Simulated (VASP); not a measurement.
# NaI (I4/mmm) in VASP: further runs

Runs on NaI. Level: r2SCAN. Tasks: single point.

All numbers are computed with VASP 6.6.1; they aren't measurements. Logs are shortened: lines on timing, memory, paths and dates and some standing lists are left out, and cuts for length are marked.

## Step 1: The cell of the first run

Symmetry: I4/mmm, No. 139, tetragonal system. The conventional cell has a = 4.440 Å, b = 4.440 Å, c = 6.667 Å, α = 90.00°, β = 90.00°, γ = 90.00°. Na (site symmetry 4/mmm) has 6 I at 3.14 to 3.33 Å within 4.1 Å. I (site symmetry 4/mmm) has 6 Na at 3.14 to 3.33 Å within 4.1 Å.

## Step 2: Single point, r2SCAN (strain -0.030 along x and y, +0.030 along z)

File POSCAR:

```
NaI
1.0
    0.0000000000      3.1393080000      3.3334920000
    3.1393080000      0.0000000000      3.3334920000
    3.1393080000      3.1393080000      0.0000000000
Na I
1 1
Direct
    0.0000000000      0.0000000000      0.0000000000
    0.5000000000      0.5000000000      0.5000000000
```

File INCAR.step1:

```
SYSTEM = NaI
  ALGO = Normal
  EDIFF = 1E-4
  ENCUT = 520
  GGA = PE
  ISMEAR = 0
  LASPH = .True.
  LCHARG = .False.
  LREAL = .False.
  LWAVE = .True.
  NBANDS = 14
  NELM = 100
  PREC = Accurate
  SIGMA = 0.05
```

File INCAR.step2:

```
SYSTEM = NaI
  ALGO = Normal
  EDIFF = 1E-6
  ENCUT = 520
  ISIF = 2
  ISMEAR = 0
  ISTART = 1
  LASPH = .True.
  LCHARG = .False.
  LMIXTAU = .True.
  LREAL = .False.
  LWAVE = .False.
  METAGGA = R2SCAN
  NBANDS = 14
  NELM = 100
  PREC = Accurate
  SIGMA = 0.05
```

File KPOINTS:

```
k-points
0
Gamma
  6 6 6
  0 0 0
```

Potentials or basis: VASP PAW PBE potentials, release 64 (Na_pv, I).

On the command line:

```sh
$ cat potpaw_PBE.64/Na_pv/POTCAR potpaw_PBE.64/I/POTCAR > POTCAR
$ cp INCAR.step1 INCAR
$ mpirun -np 1 vasp_std > vasp.out
$ cp INCAR.step2 INCAR
$ mpirun -np 1 vasp_std > vasp.out
```

OUTCAR:

```text
SYSTEM = NaI
   EDIFF = 1E-6
   ENCUT = 520
   ISIF = 2
   ISMEAR = 0
   ISTART = 1
   LASPH = .True.
   LREAL = .False.
   METAGGA = R2SCAN
   NELM = 100
   PREC = Accurate

 ion  position               nearest neighbor table
   1  0.000  0.000  0.000-   2 3.14   2 3.14   2 3.14   2 3.14
   2  0.500  0.500  0.500-   1 3.14   1 3.14   1 3.14   1 3.14

  LATTYP: Found a body centered tetragonal cell.
 ALAT       =     4.4396519501
 C/A-ratio  =     1.5016906899

  Lattice vectors:

 A1 = (  -3.1393080000,   0.0000000000,   3.3334920000)
 A2 = (   3.1393080000,   0.0000000000,   3.3334920000)
 A3 = (   0.0000000000,   3.1393080000,  -3.3334920000)

Analysis of symmetry for initial positions (statically):
=====================================================================
 Subroutine PRICEL returns:
 Original cell was already a primitive cell.

 Routine SETGRP: Setting up the symmetry group for a
 body centered tetragonal supercell.

 Subroutine GETGRP returns: Found 16 space group operations
 (whereof 16 operations were pure point group operations)
 out of a pool of 16 trial point group operations.

The static configuration has the point symmetry D_4h.

Analysis of symmetry for dynamics (positions and initial velocities):
=====================================================================
 Subroutine PRICEL returns:
 Original cell was already a primitive cell.

 Routine SETGRP: Setting up the symmetry group for a
 body centered tetragonal supercell.

 Subroutine GETGRP returns: Found 16 space group operations
 (whereof 16 operations were pure point group operations)
 out of a pool of 16 trial point group operations.

The dynamic configuration has the point symmetry D_4h.

 Subroutine INISYM returns: Found 16 space group operations
 (whereof 16 operations are pure point group operations),
 and found     1 'primitive' translations

----------------------------------------------------------------------------------------

                                     Primitive cell

  volume of cell :      65.7048

  direct lattice vectors                    reciprocal lattice vectors
     0.000000000  3.139308000  3.333492000    -0.159270769  0.159270769  0.149992860
     3.139308000  0.000000000  3.333492000     0.159270769 -0.159270769  0.149992860
     3.139308000  3.139308000  0.000000000     0.159270769  0.159270769 -0.149992860

  length of vectors
     4.579019942  4.579019942  4.439651950     0.270614512  0.270614512  0.270614512

[... 92 lines left out ...]
   NUPDOWN=      -1.0000    fix difference up-down
   EMIN   =  10.00;   EMAX   =-10.00  energy-range for DOS
   EFERMI =   0.00;   METHOD = LEGACY
   ISMEAR =     0;   SIGMA  =   0.05  broadening in eV -4-tet -1-fermi 0-gaus
   EFERMI_NEDOS =   21; number of points for ismear=-14 and -15
   IALGO  =     38    algorithm
   IMIX   =      4    mixing-type and parameters
     AMIX     =   0.40;   BMIX     =  1.00
     AMIX_MAG =   1.60;   BMIX_MAG =  1.00
  volume/ion in A,a.u.               =      32.85       221.70
  Fermi-wavevector in a.u.,A,eV,Ry     =   0.977804  1.847781 13.008536  0.956100
  Thomas-Fermi vector in A             =   2.108530
   LORBIT       =      0    0 simple, 1 ext, 2 COOP (PROOUT), +10 PAW based schemes
   METAGGA = R2SCAN    functional components
   LHFCALC =     F    Hartree Fock is set to
   AEXX    =    0.0000 exact exchange contribution
   IVDW    =     0    specifies the selected vdW correction
   LEPSILON=     F    determine dielectric tensor
   LRPA    =     F    only Hartree local field effects (RPA)
 non-spin polarized calculation
 Gauss-broadening in eV      SIGMA  =   0.05
  energy-cutoff  :      520.00
  volume of cell :       65.70
 maximum number of plane-waves:      1793
 NGX is ok and might be reduce to    36
   NGX = 17   NGY = 17   NGZ = 17

 number of electron      14.0000003 magnetization

 Free energy of the ion-electron system (eV)
  ---------------------------------------------------
  ext. energy  EPLUGINS =         0.00000000
  ---------------------------------------------------
  free energy    TOTEN  =       -31.06985002 eV

  energy without entropy =      -31.06985002  energy(sigma->0) =      -31.06985002

 E-fermi :   1.0309     XC(G=0):  -8.1992

 val. band max:        0.7320501412   @ k =   0.0000   0.0000   0.0000
 cond. band min:       5.2411110212   @ k =   0.0000   0.0000   0.0000
 fundamental gap:      4.5090608800
 Fermi energy:         1.0308926983

 k-point     1 :       0.0000    0.0000    0.0000
  band No.  band energies     occupation
      1     -22.5167      2.00000
      2     -22.5121      2.00000
      3     -22.5119      2.00000
      4     -10.7341      2.00000
      5       0.6821      2.00000
      6       0.6821      2.00000
      7       0.7321      2.00000
      8       5.2411      0.00000
      9       8.9226      0.00000
     10       9.3257      0.00000
     11       9.3257      0.00000
     12      10.7252      0.00000
     13      11.4218      0.00000
     14      11.8724      0.00000
[... 377 lines left out ...]
      1     -22.5185      2.00000
      2     -22.5161      2.00000
      3     -22.5144      2.00000
      4     -10.2821      2.00000
      5      -1.2007      2.00000
      6      -0.3705      2.00000
      7      -0.0092      2.00000
      8       6.4533      0.00000
      9       7.3204      0.00000
     10      10.1564      0.00000
     11      11.0261      0.00000
     12      12.6629      0.00000
     13      13.7755      0.00000
     14      14.8217      0.00000

 [... further k-points ...]

------------------------ aborting loop because EDIFF is reached ----------------------------------------

  FORCE on cell =-STRESS in cart. coord.  units (eV):
  Direction    XX          YY          ZZ          XY          YZ          ZX
  --------------------------------------------------------------------------------------
  -------------------------------------------------------------------------------------
  Total        0.4509734      0.4509734     -0.2774768      0.0000000      0.0000000     -0.0000000
  in kB       10.9967462     10.9967462     -6.7661243      0.0000000      0.0000000     -0.0000000
  external PRESSURE =       5.0757893 kB  Pullay stress =       0.0000000 kB

 VOLUME and BASIS-vectors are now :
 -----------------------------------------------------------------------------
  energy-cutoff  :      520.00
  volume of cell :       65.70
      direct lattice vectors                 reciprocal lattice vectors
     0.000000000  3.139308000  3.333492000    -0.159270769  0.159270769  0.149992860
     3.139308000  0.000000000  3.333492000     0.159270769 -0.159270769  0.149992860
     3.139308000  3.139308000  0.000000000     0.159270769  0.159270769 -0.149992860

 POSITION                                       TOTAL-FORCE (eV/Angst)
 -----------------------------------------------------------------------------------
      0.00000      0.00000      0.00000         0.000000      0.000000     -0.000000
      3.13931      3.13931      3.33349        -0.000000     -0.000000      0.000000
 -----------------------------------------------------------------------------------
    total drift:                                0.000000      0.000000      0.000000

  FREE ENERGIE OF THE ION-ELECTRON SYSTEM (eV)
  ---------------------------------------------------
  free  energy   TOTEN  =       -31.0698500154 eV

  energy  without entropy=      -31.0698500154  energy(sigma->0) =      -31.06985002
```

OUTCAR.step1:

```text
SYSTEM = NaI
   EDIFF = 1E-4
   ENCUT = 520
   GGA = PE
   ISMEAR = 0
   LASPH = .True.
   LREAL = .False.
[... 630 lines left out ...]
      0.00000      0.00000      0.00000         0.000000     -0.000000      0.000000
      3.13931      3.13931      3.33349        -0.000000      0.000000      0.000000
 -----------------------------------------------------------------------------------
    total drift:                                0.000000      0.000000      0.000000

  FREE ENERGIE OF THE ION-ELECTRON SYSTEM (eV)
  ---------------------------------------------------
  free  energy   TOTEN  =        -5.3613326914 eV

  energy  without entropy=       -5.3613326914  energy(sigma->0) =       -5.36133269
```

OSZICAR.step1:

```text
N       E                     dE             d eps       ncg     rms          rms(c)
DAV:   1     0.827213343756E+02    0.82721E+02   -0.66325E+03   840   0.896E+02
DAV:   2     0.107616298365E+01   -0.81645E+02   -0.76347E+02   894   0.217E+02
DAV:   3    -0.526760258253E+01   -0.63438E+01   -0.63036E+01  1092   0.599E+01
DAV:   4    -0.542228033331E+01   -0.15468E+00   -0.15464E+00  1072   0.962E+00
DAV:   5    -0.542609818580E+01   -0.38179E-02   -0.38178E-02  1146   0.145E+00    0.167E+00
DAV:   6    -0.536763928485E+01    0.58459E-01   -0.66970E-02   996   0.151E+00    0.113E+00
DAV:   7    -0.535938863268E+01    0.82507E-02   -0.63186E-02  1020   0.130E+00    0.612E-01
DAV:   8    -0.536136941407E+01   -0.19808E-02   -0.50520E-03   978   0.568E-01    0.180E-01
DAV:   9    -0.536133269139E+01    0.36723E-04   -0.21293E-04  1044   0.129E-01
   1 F= -.53613327E+01 E0= -.53613327E+01  d E =-.197135E-15
```

Wall time 44 s (1 thread of Intel Xeon 6975P-C (Granite Rapids), shared host); peak memory 0.22 GiB.

What came out:

- Free energy: -31.0699 eV
- Pressure: 0.5 GPa
- Band gap on the k mesh: 4.51 eV

Stress tensor (GPa, compression positive):
```
 1.10  0.00  0.00
 0.00  1.10  0.00
 0.00  0.00 -0.68
```

Caveat: the cell differs from its parent crystal (strain -0.030 along x and y, +0.030 along z); the PAW data sets were made with another functional, which shifts forces and pressure a little; spin-orbit coupling is left out, which moves the levels of the heavy elements.

## Step 3: Single point, r2SCAN (strain +0.000 along x and y, -0.030 along z)

File POSCAR:

```
NaI
1.0
    0.0000000000      3.2364000000      3.1393080000
    3.2364000000      0.0000000000      3.1393080000
    3.2364000000      3.2364000000      0.0000000000
Na I
1 1
Direct
    0.0000000000      0.0000000000      0.0000000000
    0.5000000000      0.5000000000      0.5000000000
```

File INCAR.step1:

```
SYSTEM = NaI
PREC     = Accurate       ! precision mode
ENCUT    = 520            ! plane-wave cutoff, eV
ISMEAR   = 0              ! smearing method
SIGMA    = 0.05           ! smearing width, eV
LREAL    = .False.        ! projectors in reciprocal space
LASPH    = .True.         ! aspherical terms in the spheres
NELM     = 60             ! most SCF steps
NBANDS   = 14             ! bands
GGA      = PE             ! functional
ALGO     = Normal         ! electronic algorithm
EDIFF    = 1E-4           ! SCF threshold, eV
LWAVE    = .True.         ! write WAVECAR
LCHARG   = .False.        ! write CHGCAR
```

File INCAR.step2:

```
SYSTEM = NaI
PREC     = Accurate       ! precision mode
ENCUT    = 520            ! plane-wave cutoff, eV
EDIFF    = 1E-6           ! SCF threshold, eV
ISMEAR   = 0              ! smearing method
SIGMA    = 0.05           ! smearing width, eV
LREAL    = .False.        ! projectors in reciprocal space
LASPH    = .True.         ! aspherical terms in the spheres
NELM     = 60             ! most SCF steps
ALGO     = Normal         ! electronic algorithm
ISIF     = 2              ! what is computed and relaxed
LWAVE    = .False.        ! write WAVECAR
LCHARG   = .True.         ! write CHGCAR
METAGGA  = R2SCAN         ! meta-GGA
LMIXTAU  = .True.       
LELF     = .True.         ! ELF
LVHAR    = .True.       
NBANDS   = 14             ! bands
ISTART   = 1
```

File KPOINTS:

```
Automatic mesh
0
Gamma
  6 6 6
  0 0 0
```

Potentials or basis: VASP PAW PBE potentials, release 64 (Na_pv, I).

On the command line:

```sh
$ cat potpaw_PBE.64/Na_pv/POTCAR potpaw_PBE.64/I/POTCAR > POTCAR
$ cp INCAR.step1 INCAR
$ mpirun -np 1 vasp_std > vasp.out
$ cp INCAR.step2 INCAR
$ mpirun -np 1 vasp_std > vasp.out
```

Run time: 45 s. Hardware: 1 thread of Intel Xeon 6975P-C (Granite Rapids), shared host; peak memory 0.22 GiB.

Results (log left out):

| Quantity | Value |
| --- | --- |
| Free energy | -31.0806 eV |
| Pressure | 0.4 GPa |
| Band gap on the k mesh | 4.52 eV |

Stress tensor (GPa, compression positive):
```
0.08 0.00 0.00
0.00 0.08 0.00
0.00 0.00 1.06
```

Levels at points of the mesh, in eV from the valence-band top:
```csv
k point,band 3,band 4,band 5,band 6,band 7,band 8,band 9,band 10,band 11,band 12
"(0.00, 0.00, 0.00)",-23.23,-11.44,-0.04,0.00,0.00,4.52,8.40,8.40,8.60,10.19
"(0.50, 0.00, 0.00)",-23.23,-11.08,-2.31,-0.36,-0.30,5.69,7.96,8.22,10.00,11.13
"(0.50, 0.50, 0.00)",-23.23,-10.96,-2.04,-0.87,-0.87,5.21,5.90,11.07,12.27,12.39
"(0.50, 0.00, 0.50)",-23.23,-11.00,-2.05,-0.85,-0.73,5.26,5.99,10.85,12.23,12.25
```

Caveat: the cell differs from its parent crystal (strain +0.000 along x and y, -0.030 along z); the PAW data sets were made with another functional, which shifts forces and pressure a little; spin-orbit coupling is left out, which moves the levels of the heavy elements.

(Continued in part 2 of 2.)
